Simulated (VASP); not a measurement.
# ZnF2 (P4_2/mnm) in VASP: a series of runs, part 2 of 2

VASP 6.6.1. Earlier steps stand in the parts before.

## Step 3: Vibrations by perturbation theory, PBEsol

This run uses another cell than the first one, of 11.60 Å³/atom.

File INCAR:

```
SYSTEM = ZnF2
  PREC = Accurate
  ENCUT = 600
  EDIFF = 1E-8
  ISMEAR = 0
  SIGMA = 0.01
  LREAL = .False.
  LASPH = .True.
  NELM = 120
  ALGO = Normal
  ISIF = 2
  LWAVE = .False.
  LCHARG = .False.
  GGA = PS
  IBRION = 8
  NSW = 1
  LEPSILON = .True.
  GGA_COMPAT = .False.
```

File KPOINTS:

```
Automatic mesh
0
Gamma
  4 4 6
  0 0 0
```

File POSCAR:

```
ZnF2
1.0
    4.7172498461      0.0000000000      0.0000000000
    0.0000000000      4.7172498461      0.0000000000
    0.0000000000      0.0000000000      3.1285501315
Zn F
2 4
Direct
    0.0000000000      0.0000000000      0.0000000000
    0.5000000000      0.5000000000      0.5000000000
    0.3038360185      0.3038360185      0.0000000000
    0.1961639815      0.8038360185      0.5000000000
    0.6961639815      0.6961639815      0.0000000000
    0.8038360185      0.1961639815      0.5000000000
```

Potentials or basis: VASP PAW PBE potentials, release 64 (Zn, F).

Command:

```sh
cat potpaw_PBE.64/Zn/POTCAR potpaw_PBE.64/F/POTCAR > POTCAR
mpirun -np 1 vasp_std > vasp.out
```

OUTCAR:

```text
SYSTEM = ZnF2
   PREC = Accurate
   ENCUT = 600
   EDIFF = 1E-8
   ISMEAR = 0
   LREAL = .False.
   LASPH = .True.
   NELM = 120
   ISIF = 2
   GGA = PS
   IBRION = 8
   NSW = 1
   LEPSILON = .True.

 ion  position               nearest neighbor table
   1  0.000  0.000  0.000-   3 2.03   5 2.03   4 2.04   6 2.04   4 2.04   6 2.04
   2  0.500  0.500  0.500-   4 2.03   6 2.03   5 2.04   3 2.04   3 2.04   5 2.04
   3  0.304  0.304  0.000-   1 2.03   2 2.04   2 2.04
[... 1346 lines left out ...]
      2.358625  2.358625  1.564275     0.559835   -0.049007    0.000000
      1.433270  1.433270  0.000000     0.302300   -0.026402    0.000000
      0.925355  3.791895  1.564275     0.302313   -0.026544    0.000000
      3.283979  3.283979  0.000000     0.302300   -0.026402    0.000000
      3.791895  0.925355  1.564275     0.302313   -0.026544    0.000000

--------------------------------------------------------------------------------------------------------

 MACROSCOPIC STATIC DIELECTRIC TENSOR IONIC CONTRIBUTION
 ------------------------------------------------------
           5.926601     0.000000     0.000000
           0.000000     5.926601    -0.000000
           0.000000    -0.000000     3.706493
 ------------------------------------------------------

 ELASTIC MODULI CONTR FROM IONIC RELAXATION (kBar)
 Direction    XX          YY          ZZ          XY          YZ          ZX
 --------------------------------------------------------------------------------
 XX         -67.0224     29.6916    -42.9031     -0.0000      0.0000      0.0000
 YY          29.6916    -67.0224    -42.9031      0.0000     -0.0000     -0.0000
 ZZ         -42.9031    -42.9031    -98.6142     -0.0000     -0.0000     -0.0000
 XY          -0.0000      0.0000     -0.0000    -11.7578      0.0000      0.0000
 YZ           0.0000     -0.0000     -0.0000      0.0000    -55.7641     -0.0000
 ZX           0.0000     -0.0000     -0.0000      0.0000     -0.0000    -82.6289
 --------------------------------------------------------------------------------

 PIEZOELECTRIC TENSOR IONIC CONTR  for field in x, y, z        (C/m^2)
          XX          YY          ZZ          XY          YZ          ZX
  --------------------------------------------------------------------------------
  x    -0.00000     0.00000    -0.00000    -0.00000     0.00000    -0.00000
  y     0.00000    -0.00000     0.00000     0.00000    -0.00000    -0.00000
  z    -0.00000     0.00000    -0.00000    -0.00000    -0.00000     0.00000
```

stdout:

```text
POSCAR found type information on POSCAR ZnF
 POSCAR found :  2 types and       6 ions
 scaLAPACK will be used
 -----------------------------------------------------------------------------
|                                                                             |
|                                                                             |
[... 79 lines left out ...]
 first order change of Fermi-energy  -0.94793E+01
 force on displaced ion       3 direction 1 :  -6.405  -4.335   0.000
 Born effective charge ion    3 direction 1 :  -1.112  -0.409   0.000
 Linear response progress:
 first order change of Fermi-energy   0.17731E-03
 force on displaced ion       3 direction 3 :  -0.004  -0.004  -5.022
 Born effective charge ion    3 direction 3 :  -0.000  -0.000  -1.204
 Born effective charges drift removed
 Linear response finished
```

It took 13 min on 1 thread of Intel Xeon Platinum 8488C (Sapphire Rapids), shared host; peak memory 0.54 GiB.

Results:

```yaml
Electronic_dielectric_tensor_diagonal: 2.54, 2.54, 2.64
Born_charges_mean_of_the_diagonal: Zn +2.28; F -1.14 e
Highest_phonon_frequency_at_Γ_LO-TO_splitting_left_out: 508 cm⁻¹
```

Phonon frequencies in cm⁻¹ (negative: imaginary):
```csv
q point,frequencies
"(0.000, 0.000, 0.000)",0 0 0 57 114 160 160 239 242 242 245 245 303 339 362 386 386 508
```

Electronic dielectric tensor:
```
2.54 0.00 0.00
0.00 2.54 0.00
0.00 0.00 2.64
```

Born effective charge tensors (e):
atom 1, Zn
```
2.22 0.16 0.00
0.16 2.22 0.00
0.00 0.00 2.41
```
atom 2, Zn
```
 2.22 -0.16  0.00
-0.16  2.22  0.00
 0.00  0.00  2.41
```
atom 3, F
```
-1.11 -0.41  0.00
-0.41 -1.11  0.00
 0.00  0.00 -1.20
```
atom 4, F
```
-1.11  0.41  0.00
 0.41 -1.11  0.00
 0.00  0.00 -1.20
```
atom 5, F
```
-1.11 -0.41  0.00
-0.41 -1.11  0.00
 0.00  0.00 -1.20
```
atom 6, F
```
-1.11  0.41  0.00
 0.41 -1.11  0.00
 0.00  0.00 -1.20
```

Caveat: the PAW data sets were made with another functional, which shifts forces and pressure a little.

## Step 4: Vibrations by perturbation theory, PBEsol (11.84 Å³/atom)

This run uses another cell than the first one, of 11.84 Å³/atom.

File INCAR:

```
SYSTEM = ZnF2
PREC = Accurate ; ENCUT = 600
EDIFF = 1E-8 ; ISMEAR = 0
SIGMA = 0.01 ; LREAL = .FALSE.
LASPH = .TRUE. ; NELM = 120
ALGO = Normal ; ISIF = 2
LWAVE = .FALSE. ; LCHARG = .FALSE.
GGA = PS ; IBRION = 8
NSW = 1 ; GGA_COMPAT = .FALSE.
```

File KPOINTS:

```
regular mesh
0
G
  4 4 6
  0 0 0
```

File POSCAR:

```
ZnF2
1.0
    4.7484908218      0.0000000000      0.0000000000
    0.0000000000      4.7484908218      0.0000000000
    0.0000000000      0.0000000000      3.1492696104
Zn F
2 4
Direct
    0.0000000000      0.0000000000      0.0000000000
    0.5000000000      0.5000000000      0.5000000000
    0.3045856570      0.3045856570      0.0000000000
    0.1954143430      0.8045856570      0.5000000000
    0.6954143430      0.6954143430      0.0000000000
    0.8045856570      0.1954143430      0.5000000000
```

Potentials or basis: VASP PAW PBE potentials, release 64 (Zn, F).

Command:

```sh
cat potpaw_PBE.64/Zn/POTCAR potpaw_PBE.64/F/POTCAR > POTCAR
mpirun -np 1 vasp_std > vasp.out
```

OUTCAR:

```text
SYSTEM = ZnF2
   PREC = Accurate
   ENCUT = 600
   EDIFF = 1E-8
   ISMEAR = 0
   LREAL = .FALSE.
   LASPH = .TRUE.
   NELM = 120
   ISIF = 2
   GGA = PS
   IBRION = 8
   NSW = 1

 ion  position               nearest neighbor table
   1  0.000  0.000  0.000-   3 2.05   5 2.05   4 2.05   6 2.05   4 2.05   6 2.05
   2  0.500  0.500  0.500-   4 2.05   6 2.05   5 2.05   3 2.05   3 2.05   5 2.05
   3  0.305  0.305  0.000-   1 2.05   2 2.05   2 2.05
   4  0.195  0.805  0.500-   2 2.05   1 2.05   1 2.05
   5  0.695  0.695  0.000-   1 2.05   2 2.05   2 2.05
   6  0.805  0.195  0.500-   2 2.05   1 2.05   1 2.05

  LATTYP: Found a simple tetragonal cell.
 ALAT       =     4.7484908218
[... 1100 lines left out ...]
  5X     0.978364    1.330972    0.000000    1.664439    1.411291    0.000000    1.156352    1.123037    0.000000    2.726070   -0.753729    0.000000   -5.975292   -3.843803    0.000000   -0.549933    0.732232    0.000000
  5Y     1.330972    0.978364    0.000000    1.411291    1.664439    0.000000    1.123037    1.156352    0.000000    0.732232   -0.549933    0.000000   -3.843803   -5.975292    0.000000   -0.753729    2.726070    0.000000
  5Z     0.000000    0.000000    0.004771    0.000000    0.000000    3.757667    0.000000    0.000000   -0.840985    0.000000    0.000000    0.862284    0.000000    0.000000   -4.646022    0.000000    0.000000    0.862284
  6X     1.664439   -1.411291    0.000000    0.978364   -1.330972    0.000000    2.726070    0.753729    0.000000    1.156352   -1.123037    0.000000   -0.549933   -0.732232    0.000000   -5.975292    3.843803    0.000000
  6Y    -1.411291    1.664439    0.000000   -1.330972    0.978364    0.000000   -0.732232   -0.549933    0.000000   -1.123037    1.156352    0.000000    0.753729    2.726070    0.000000    3.843803   -5.975292    0.000000
  6Z     0.000000    0.000000    3.757667    0.000000    0.000000    0.004771    0.000000    0.000000    0.862284    0.000000    0.000000   -0.840985    0.000000    0.000000    0.862284    0.000000    0.000000   -4.646022

 Eigenvectors and eigenvalues of the dynamical matrix
 ----------------------------------------------------

   1 f  =   14.727579 THz    92.536106 2PiTHz  491.259145 cm-1    60.908344 meV
             X         Y         Z           dx          dy          dz
      0.000000  0.000000  0.000000     0.000000    0.000000   -0.000000
      2.374245  2.374245  1.574635     0.000000    0.000000    0.000000
      1.446322  1.446322  0.000000     0.353553    0.353553   -0.000000
      0.927923  3.820568  1.574635     0.353553   -0.353553    0.000000
      3.302169  3.302169  0.000000    -0.353553   -0.353553    0.000000
      3.820568  0.927923  1.574635    -0.353553    0.353553    0.000000
[... 145 lines left out ...]
  18 f/i=    0.019922 THz     0.125176 2PiTHz    0.664538 cm-1     0.082392 meV
             X         Y         Z           dx          dy          dz
      0.000000  0.000000  0.000000    -0.000000   -0.000000   -0.561378
      2.374245  2.374245  1.574635    -0.000000   -0.000000   -0.561378
      1.446322  1.446322  0.000000    -0.000000   -0.000000   -0.304019
      0.927923  3.820568  1.574635    -0.000000   -0.000000   -0.304019
      3.302169  3.302169  0.000000    -0.000000   -0.000000   -0.304019
      3.820568  0.927923  1.574635    -0.000000   -0.000000   -0.304019

--------------------------------------------------------------------------------------------------------

 ELASTIC MODULI CONTR FROM IONIC RELAXATION (kBar)
 Direction    XX          YY          ZZ          XY          YZ          ZX
 --------------------------------------------------------------------------------
 XX         -58.0752     -8.7942    -49.2726     -0.0000     -0.0000     -0.0000
 YY          -8.7942    -58.0752    -49.2726     -0.0000     -0.0000     -0.0000
 ZZ         -49.2726    -49.2726    -72.6130     -0.0000     -0.0000     -0.0000
 XY          -0.0000     -0.0000     -0.0000     -4.6745     -0.0000     -0.0000
 YZ          -0.0000     -0.0000     -0.0000     -0.0000    -31.7996      0.0000
 ZX          -0.0000     -0.0000     -0.0000     -0.0000      0.0000    -53.9831
 --------------------------------------------------------------------------------
```

Wall time 16 min (1 thread of Oxide Virtual Turin-like, shared host); peak memory 0.38 GiB.

What came out:

| Property | Result |
| --- | --- |
| Highest phonon frequency at Γ, LO-TO splitting left out | 491 cm⁻¹ |

Phonon frequencies in cm⁻¹ (negative: imaginary):
| q point | frequencies |
| --- | --- |
| (0.000, 0.000, 0.000) | -1 0 0 73 116 163 163 233 233 234 234 238 292 324 349 366 366 491 |

Caveat: the cell stands under pressure or tension, which shifts response properties; the PAW data sets were made with another functional, which shifts forces and pressure a little.
